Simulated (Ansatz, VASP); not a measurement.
**One calculation of Sc, two programs**

```
Sc
1.0
    -1.83894    1.83894    1.83894
     1.83894   -1.83894    1.83894
     1.83894    1.83894   -1.83894
Sc
1
Direct
  0.00000 0.00000 0.00000
```

Alike in both runs: task single point; functional PBE; k mesh 16 × 16 × 16; occupations gaussian, width 0.05 eV; non-collinear spin, spin-orbit coupling.

|  | VASP | Ansatz |
| --- | --- | --- |
| version | VASP 6.6.1 | Ansatz 0.2.0 |
| potentials or method | VASP PAW PBE potentials, release 64 (Sc_sv), cutoff 520 eV | plane waves, PAW |
| valence electrons in the cell | 11 | 11 |

```csv
,VASP,Ansatz,Ansatz less VASP
pressure (GPa),0.0,0.0,-0.03
net moment per atom (μB),0.00,0.00,0.000
```

The functional is the same, so the differences come from potentials, cutoffs and numerics.
